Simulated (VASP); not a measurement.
# Ge (P6_3/mmc) in VASP: notebook

The runs below take Ge through single point, with PBEsol.

Everything below comes from runs of VASP 6.6.1. Logs are shortened: lines on timing, memory, paths and dates and some standing lists are left out, and cuts for length are marked.

## Step 1: The cell of the first run

It takes space group P6_3/mmc (No. 194, hexagonal). Conventional cell: a = 4.004 Å, b = 4.004 Å, c = 13.145 Å, α = 90.00°, β = 90.00°, γ = 120.00°. Within 3.2 Å of Ge (site symmetry 3m) lie 4 Ge at 2.45 Å. Ge (site symmetry 3m) has 4 Ge at 2.45 to 2.47 Å within 3.2 Å.

This isn't the form of Ge at room conditions, which is diamond.

## Step 2: Single point, PBEsol

Contents of INCAR:

```
ALGO = Normal
EDIFF = 1E-6
ENCUT = 520
GGA = PS
ISIF = 2
ISMEAR = 0
KPAR = 4
LASPH = True
LCHARG = False
LREAL = False
LWAVE = False
NBANDS = 66
NELM = 100
PREC = Accurate
SIGMA = 0.01
```

Contents of KPOINTS:

```
k-points
0
Gamma
  12 12 4
```

Contents of POSCAR:

```
Ge
1.0
    4.0041465831      0.0000000000      0.0000000000
   -2.0020732915      3.4676926614      0.0000000000
    0.0000000000      0.0000000000     13.1450444226
Ge
8
Direct
    0.0000000000      0.0000000000      0.4068077141
    0.0000000000      0.0000000000      0.5931922859
    0.0000000000      0.0000000000      0.9068077141
    0.0000000000      0.0000000000      0.0931922859
    0.3333333333      0.6666666667      0.3441392274
    0.6666666667      0.3333333333      0.6558607726
    0.6666666667      0.3333333333      0.8441392274
    0.3333333333      0.6666666667      0.1558607726
```

Potentials or basis: VASP PAW PBE potentials, release 64 (Ge_d).

On the command line:

```
$ cat potpaw_PBE.64/Ge_d/POTCAR > POTCAR
$ mpirun -np 4 vasp_std > vasp.out
```

OUTCAR:

```text
EDIFF = 1E-6
   ENCUT = 520
   GGA = PS
   ISIF = 2
   ISMEAR = 0
   LASPH = True
   LREAL = False
   NELM = 100
   PREC = Accurate

 ion  position               nearest neighbor table
   1  0.000  0.000  0.407-   2 2.45   5 2.45   5 2.45   5 2.45
   2  0.000  0.000  0.593-   1 2.45   6 2.45   6 2.45   6 2.45
   3  0.000  0.000  0.907-   4 2.45   7 2.45   7 2.45   7 2.45
   4  0.000  0.000  0.093-   3 2.45   8 2.45   8 2.45   8 2.45
   5  0.333  0.667  0.344-   1 2.45   1 2.45   1 2.45   8 2.47
   6  0.667  0.333  0.656-   2 2.45   2 2.45   2 2.45   7 2.47
   7  0.667  0.333  0.844-   3 2.45   3 2.45   3 2.45   6 2.47
   8  0.333  0.667  0.156-   4 2.45   4 2.45   4 2.45   5 2.47

  LATTYP: Found a hexagonal cell.
 ALAT       =     4.0041465831
 C/A-ratio  =     3.2828579448

  Lattice vectors:

 A1 = (   4.0041465831,   0.0000000000,   0.0000000000)
 A2 = (  -2.0020732915,   3.4676926614,   0.0000000000)
 A3 = (   0.0000000000,   0.0000000000,  13.1450444226)

Analysis of symmetry for initial positions (statically):
=====================================================================
 Subroutine PRICEL returns:
 Original cell was already a primitive cell.

 Routine SETGRP: Setting up the symmetry group for a
 hexagonal supercell.

 Subroutine GETGRP returns: Found 24 space group operations
 (whereof 12 operations were pure point group operations)
 out of a pool of 24 trial point group operations.

The static configuration has the point symmetry D_3d.
 The point group associated with its full space group is D_6h.

Analysis of symmetry for dynamics (positions and initial velocities):
=====================================================================
 Subroutine PRICEL returns:
 Original cell was already a primitive cell.

 Routine SETGRP: Setting up the symmetry group for a
 hexagonal supercell.

 Subroutine GETGRP returns: Found 24 space group operations
 (whereof 12 operations were pure point group operations)
 out of a pool of 24 trial point group operations.

The dynamic configuration has the point symmetry D_3d.
 The point group associated with its full space group is D_6h.

 Subroutine INISYM returns: Found 24 space group operations
 (whereof 12 operations are pure point group operations),
 and found     1 'primitive' translations

----------------------------------------------------------------------------------------

                                     Primitive cell

  volume of cell :     182.5209

  direct lattice vectors                    reciprocal lattice vectors
     4.004146583  0.000000000  0.000000000     0.249741107  0.144188095  0.000000000
    -2.002073291  3.467692661  0.000000000     0.000000000  0.288376191  0.000000000
     0.000000000  0.000000000 13.145044423     0.000000000  0.000000000  0.076074296

  length of vectors
     4.004146583  4.004146583 13.145044423     0.288376191  0.288376191  0.076074296

  position of ions in fractional coordinates (direct lattice)
     0.000000000  0.000000000  0.406807714
     0.000000000  0.000000000  0.593192286
     0.000000000  0.000000000  0.906807714
     0.000000000  0.000000000  0.093192286
     0.333333333  0.666666667  0.344139227
     0.666666667  0.333333333  0.655860773
     0.666666667  0.333333333  0.844139227
     0.333333333  0.666666667  0.155860773

  ion indices of the primitive-cell ions
   primitive index   ion index
                 1           1
                 2           2
                 3           3
                 4           4
                 5           5
                 6           6
                 7           7
                 8           8

----------------------------------------------------------------------------------------

 KPOINTS: k-points

Automatic generation of k-mesh.
 Grid dimensions read from file:
 generate k-points for:   12   12    4

 Generating k-lattice:

  Cartesian coordinates                     Fractional coordinates (reciprocal lattice)
     0.020811759  0.012015675  0.000000000     0.083333333  0.000000000  0.000000000
     0.000000000  0.024031349  0.000000000     0.000000000  0.083333333  0.000000000
     0.000000000  0.000000000  0.019018574     0.000000000  0.000000000  0.250000000

  Length of vectors
     0.024031349  0.024031349  0.019018574

  Shift w.r.t. Gamma in fractional coordinates (k-lattice)
     0.000000000  0.000000000  0.000000000

 Subroutine IBZKPT returns following result:
 ===========================================

 Found     57 irreducible k-points:

 Following reciprocal coordinates:
            Coordinates               Weight
  0.000000  0.000000  0.000000      1.000000
  0.083333  0.000000  0.000000      6.000000
  0.166667  0.000000  0.000000      6.000000
  0.250000  0.000000  0.000000      6.000000
  0.333333  0.000000  0.000000      6.000000
  0.416667  0.000000  0.000000      6.000000
[... 16 lines left out ...]
  0.250000  0.000000  0.250000     12.000000
  0.333333  0.000000  0.250000     12.000000
 [... further k-points ...]
   k-points           NKPTS =     57   k-points in BZ     NKDIM =     57   number of bands    NBANDS=     66
   number of dos      NEDOS =    301   number of ions     NIONS =      8
   total plane-waves  NPLWV =  88200
   dimension x,y,z NGX =    30 NGY =   30 NGZ =   98
   dimension x,y,z NGXF=    60 NGYF=   60 NGZF=  196
   ions per type =               8
   NGX,Y,Z   is equivalent  to a cutoff of  12.46, 12.46, 12.39 a.u.
   NGXF,Y,Z  is equivalent  to a cutoff of  24.91, 24.91, 24.79 a.u.
 SYSTEM =  unknown system
   PREC   = accura    normal or accurate (medium, high low for compatibility)
   ISTART =      0    job   : 0-new  1-cont  2-samecut
   ICHARG =      2    charge: 1-file 2-atom 10-const
   ISPIN  =      1    spin polarized calculation?
   LNONCOLLINEAR =      F non collinear calculations
   LSORBIT =      F    spin-orbit coupling
   LASPH  =      T    aspherical Exc in radial PAW
   ENCUT  =  520.0 eV  38.22 Ry    6.18 a.u.   7.45  7.45 24.44*2*pi/ulx,y,z
   NELM   =    100;   NELMIN=  2; NELMDL= -5     # of ELM steps
   EDIFF  = 0.1E-05   stopping-criterion for ELM
   LREAL  =      F    real-space projection
   EDIFFG = 0.1E-04   stopping-criterion for IOM
   NSW    =      0    number of steps for IOM
   IBRION =     -1    ionic relax: 0-MD 1-quasi-New 2-CG
   NFREE  =      0    steps in history (QN), initial steepest desc. (CG)
   ISIF   =      2    stress and relaxation
   ISYM   =      2    0-nonsym 1-usesym 2-fastsym
   POTIM  = 0.5000    time-step for ionic-motion
   TEBEG  =    0.0;   TEEND  =   0.0 temperature during run
   PSTRESS=    0.0 pullay stress
   NELECT =     112.0000    total number of electrons
   NUPDOWN=      -1.0000    fix difference up-down
   EMIN   =  10.00;   EMAX   =-10.00  energy-range for DOS
   EFERMI =   0.00;   METHOD = LEGACY
   ISMEAR =     0;   SIGMA  =   0.01  broadening in eV -4-tet -1-fermi 0-gaus
   EFERMI_NEDOS =   21; number of points for ismear=-14 and -15
   IALGO  =     38    algorithm
   IMIX   =      4    mixing-type and parameters
     AMIX     =   0.40;   BMIX     =  1.00
     AMIX_MAG =   1.60;   BMIX_MAG =  1.00
  volume/ion in A,a.u.               =      22.82       153.96
  Fermi-wavevector in a.u.,A,eV,Ry     =   1.391159  2.628908 26.331656  1.935322
  Thomas-Fermi vector in A             =   2.515024
   LORBIT       =      0    0 simple, 1 ext, 2 COOP (PROOUT), +10 PAW based schemes
   GGA     = PS    functional components
   LHFCALC =     F    Hartree Fock is set to
   AEXX    =    0.0000 exact exchange contribution
   IVDW    =     0    specifies the selected vdW correction
   LEPSILON=     F    determine dielectric tensor
   LRPA    =     F    only Hartree local field effects (RPA)
 non-spin polarized calculation
 Gauss-broadening in eV      SIGMA  =   0.01
  energy-cutoff  :      520.00
  volume of cell :      182.52
 maximum number of plane-waves:      4987
 NGX is ok and might be reduce to    30
   NGX = 15   NGY = 15   NGZ = 49

 number of electron     112.0000146 magnetization

 Free energy of the ion-electron system (eV)
  ---------------------------------------------------
  ext. energy  EPLUGINS =         0.00000000
  ---------------------------------------------------
  free energy    TOTEN  =       -39.44086142 eV

  energy without entropy =      -39.44083818  energy(sigma->0) =      -39.44084980

 E-fermi :   4.8201     XC(G=0): -10.0900

 val. band max:        4.8183181969   @ k =   0.0000   0.0000   0.0000
 cond. band min:       4.8260622654   @ k =   0.0000   0.0000   0.2500
 fundamental gap:      0.0077440685
 Fermi energy:         4.8201105033

 k-point     1 :       0.0000    0.0000    0.0000
  band No.  band energies     occupation
      1     -20.0011      2.00000
      2     -20.0011      2.00000
      3     -19.9920      2.00000
      4     -19.9920      2.00000
      5     -19.9877      2.00000
      6     -19.9877      2.00000
[... 58 lines left out ...]
     65       8.0106      0.00000
     66       8.5596      0.00000

 k-point     2 :       0.0833    0.0000    0.0000
  band No.  band energies     occupation
      1     -20.0068      2.00000
      2     -20.0029      2.00000
      3     -19.9937      2.00000
      4     -19.9933      2.00000
      5     -19.9918      2.00000
      6     -19.9894      2.00000
[... 58 lines left out ...]
     65       8.3177      0.00000
     66       8.3308      0.00000

 k-point     3 :       0.1667    0.0000    0.0000
  band No.  band energies     occupation
      1     -20.0161      2.00000
      2     -20.0064      2.00000
      3     -19.9982      2.00000
      4     -19.9973      2.00000
      5     -19.9966      2.00000
      6     -19.9930      2.00000
[... 1438 lines left out ...]
     65       9.4132      0.00000
     66       9.6088      0.00000

 k-point    24 :       0.3333    0.0000    0.2500
  band No.  band energies     occupation
      1     -20.0232      2.00000
      2     -20.0109      2.00000
      3     -20.0098      2.00000
      4     -20.0053      2.00000
      5     -19.9985      2.00000
      6     -19.9959      2.00000
[... 58 lines left out ...]
     65       9.7526      0.00000
     66       9.8281      0.00000

 [... further k-points ...]

------------------------ aborting loop because EDIFF is reached ----------------------------------------

  FORCE on cell =-STRESS in cart. coord.  units (eV):
  Direction    XX          YY          ZZ          XY          YZ          ZX
  --------------------------------------------------------------------------------------
  -------------------------------------------------------------------------------------
  Total       -0.1146310     -0.1146310     -0.1077865     -0.0000000      0.0000000      0.0000000
  in kB       -1.0062363     -1.0062363     -0.9461548     -0.0000000      0.0000000      0.0000000
  external PRESSURE =      -0.9862091 kB  Pullay stress =       0.0000000 kB

 VOLUME and BASIS-vectors are now :
 -----------------------------------------------------------------------------
  energy-cutoff  :      520.00
  volume of cell :      182.52
      direct lattice vectors                 reciprocal lattice vectors
     4.004146583  0.000000000  0.000000000     0.249741107  0.144188095  0.000000000
    -2.002073291  3.467692661  0.000000000     0.000000000  0.288376191  0.000000000
     0.000000000  0.000000000 13.145044423     0.000000000  0.000000000  0.076074296

 POSITION                                       TOTAL-FORCE (eV/Angst)
 -----------------------------------------------------------------------------------
      0.00000      0.00000      5.34751        -0.000000     -0.000000     -0.000971
      0.00000      0.00000      7.79754         0.000000      0.000000      0.000971
      0.00000      0.00000     11.92003         0.000000      0.000000     -0.000971
      0.00000      0.00000      1.22502        -0.000000     -0.000000      0.000971
     -0.00000      2.31180      4.52373         0.000000      0.000000      0.000795
      2.00207      1.15590      8.62132        -0.000000      0.000000     -0.000795
      2.00207      1.15590     11.09625        -0.000000      0.000000      0.000795
     -0.00000      2.31180      2.04880         0.000000     -0.000000     -0.000795
 -----------------------------------------------------------------------------------
    total drift:                                0.000000      0.000000      0.000000

  FREE ENERGIE OF THE ION-ELECTRON SYSTEM (eV)
  ---------------------------------------------------
  free  energy   TOTEN  =       -39.4408614159 eV

  energy  without entropy=      -39.4408381842  energy(sigma->0) =      -39.44084980
```

It took 1.8 min on 4 MPI ranks of Intel Xeon 6975P-C (Granite Rapids), shared host; peak memory 0.58 GiB.

What came out:

```
Free energy            : -39.4409 eV
Pressure               : -0.1 GPa
Band gap on the k mesh : 0.01 eV (least direct gap 0.05 eV)
```

Levels at points of the mesh, in eV from the valence-band top:
```tsv
k point	band 53	band 54	band 55	band 56	band 57	band 58	band 59	band 60
(0.00, 0.00, 0.00)	-0.84	-0.12	-0.06	0.00	0.05	0.05	0.46	0.77
(0.50, 0.00, 0.00)	-2.40	-2.40	-1.82	-1.43	0.18	0.32	0.55	1.37
(0.00, 0.00, 0.50)	-0.30	-0.30	-0.30	-0.30	0.13	0.13	1.12	1.12
(0.50, 0.00, 0.50)	-2.60	-2.60	-1.78	-1.78	0.61	0.61	1.25	1.25
```

Caveat: the PAW data sets were made with another functional, which shifts forces and pressure a little. A k mesh can miss the band edges.

## Step 3: Single point, PBEsol

Contents of INCAR:

```
  PREC = Accurate
  ENCUT = 520
  EDIFF = 1E-6
  ISMEAR = 0
  SIGMA = 0.1
  LREAL = F
  LASPH = T
  NELM = 60
  ALGO = Normal
  ISIF = 2
  LWAVE = F
  LCHARG = F
  GGA = PS
  NBANDS = 66
  KPAR = 4
```

Contents of KPOINTS:

```
regular mesh
0
Gamma
  12 12 4
```

POSCAR is that of step 2.

Potentials or basis: VASP PAW PBE potentials, release 64 (Ge_d).

On the command line:

```
$ cat potpaw_PBE.64/Ge_d/POTCAR > POTCAR
$ mpirun -np 4 vasp_std > vasp.out
```

Run time: 1.8 min. Hardware: 4 MPI ranks of Intel Xeon 6975P-C (Granite Rapids), shared host; peak memory 0.58 GiB.

It converged, with:

| Quantity | Value |
| --- | --- |
| Free energy | -39.4414 eV |
| Pressure | -0.1 GPa |
| Band gap on the k mesh | 0.01 eV (least direct gap 0.05 eV) |

Levels at points of the mesh, in eV from the valence-band top:
```csv
k point,band 53,band 54,band 55,band 56,band 57,band 58,band 59,band 60
"(0.00, 0.00, 0.00)",-0.84,-0.12,-0.06,0.00,0.05,0.05,0.46,0.77
"(0.50, 0.00, 0.00)",-2.40,-2.40,-1.82,-1.43,0.18,0.32,0.55,1.37
"(0.00, 0.00, 0.50)",-0.30,-0.30,-0.30,-0.30,0.13,0.13,1.12,1.12
"(0.50, 0.00, 0.50)",-2.60,-2.60,-1.78,-1.78,0.61,0.61,1.25,1.25
```

Caveat: the smearing spreads over this small gap; the PAW data sets were made with another functional, which shifts forces and pressure a little.

The gap in the log of VASP goes by the Fermi energy; the results here count the filled bands.